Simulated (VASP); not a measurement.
Input of a VASP 6.6.1 run:

INCAR

```
SYSTEM = BN
PREC     = Accurate       ! precision mode
ENCUT    = 520            ! plane-wave cutoff, eV
EDIFF    = 1E-6           ! SCF threshold, eV
ISMEAR   = 0              ! smearing method
SIGMA    = 0.05           ! smearing width, eV
LREAL    = .False.        ! projectors in reciprocal space
LASPH    = .True.         ! aspherical terms in the spheres
NELM     = 100            ! most SCF steps
ALGO     = Normal         ! electronic algorithm
ISIF     = 2              ! what is computed and relaxed
LWAVE    = .False.        ! write WAVECAR
LCHARG   = .True.         ! write CHGCAR
GGA      = PE             ! functional
IVDW     = 12             ! dispersion correction
LELF     = .True.         ! ELF
LVHAR    = .True.       
NBANDS   = 16             ! bands
```

File KPOINTS:

```
regular mesh
0
Gamma
  12 12 4
  0 0 0
```

POSCAR

```
BN
1.0
    2.5099983704      0.0000000000      0.0000000000
   -1.2549991852      2.1737223522      0.0000000000
    0.0000000000      0.0000000000      6.6900000000
B N
2 2
Direct
    0.0000000000      0.0000000000      0.5000000000
    0.3333333333      0.6666666667      0.0000000000
    0.0000000000      0.0000000000      0.0000000000
    0.6666666667      0.3333333333      0.5000000000
```

Potentials or basis: VASP PAW PBE potentials, release 64 (B, N).

Run with:

```console
$ cat potpaw_PBE.64/B/POTCAR potpaw_PBE.64/N/POTCAR > POTCAR
$ mpirun -np 1 vasp_std > vasp.out
```

Task: Estimate the dispersion energy per atom.

Result: -0.139 eV.

Task: Estimate the band gap on the k mesh.

Result: 4.36 eV, indirect (least direct gap 4.47 eV).

Stress tensor (GPa, compression positive):
```
-1.43  0.00  0.00
 0.00 -1.43  0.00
 0.00  0.00 -0.52
```

A k mesh can miss the band edges. PBE gaps usually lie below the measured ones, often by a third to a half.
